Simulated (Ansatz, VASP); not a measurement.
**Two plane-wave programs on BN**

Contents of INCAR:

```
PREC = Accurate
ENCUT = 520
EDIFF = 1E-6
ISMEAR = 0
SIGMA = 0.02
LREAL = F
LASPH = T
NELM = 80
ALGO = Normal
ISIF = 2
LWAVE = F
LCHARG = F
GGA = PS
NBANDS = 11
```

File KPOINTS:

```
regular mesh
0
Gamma
  12 12 12
```

File POSCAR:

```
BN
1.0
    0.0000000000      1.8915039433      1.8915039433
    1.8915039433      0.0000000000      1.8915039433
    1.8915039433      1.8915039433      0.0000000000
B N
1 1
Direct
    0.0000000000      0.0000000000      0.0000000000
    0.7500000000      0.7500000000      0.7500000000
```

Input for Ansatz:

```yaml
crystal:
  lattice:
    - [0.0, 1.8915039433, 1.8915039433]
    - [1.8915039433, 0.0, 1.8915039433]
    - [1.8915039433, 1.8915039433, 0.0]
  atoms:
    - { symbol: B, position: [0.0, 0.0, 0.0] }
    - { symbol: "N", position: [0.75, 0.75, 0.75] }
basis:
  ecutwfc: 420
kpoints:
  mp_grid: { grid: [12, 12, 12] }
hamiltonian:
  xc: pbesol
scf:
  occupations: { method: gaussian, width: 0.02 }
output:
  forces: true
  stress: true
  eigenvalues: true
```

Alike in both runs: task single point; functional PBEsol; k mesh 12 × 12 × 12; occupations gaussian, width 0.02 eV; no spin polarisation.

|  | VASP | Ansatz |
| --- | --- | --- |
| version | VASP 6.6.1 | Ansatz 0.2.0 |
| potentials or method | VASP PAW PBE potentials, release 64 (B, N), cutoff 520 eV | scalar-relativistic, plane waves, PAW |
| valence electrons in the cell | 8 | 8 |

```csv
,VASP,Ansatz,Ansatz less VASP
gap on the k mesh at the Fermi level (eV),4.12,4.13,+0.008
least direct gap on the mesh (eV),8.13,8.13,+0.002
pressure (GPa),-42.4,-42.5,-0.15
```

VASP's potentials were made for PBE, not for PBEsol. Both programs put the cell under strong tension, so it lies far from rest at this level. With one functional, cell and mesh, what is left measures potentials, basis and numerics.

Noted on VASP's run: the cell as given lies far from equilibrium.
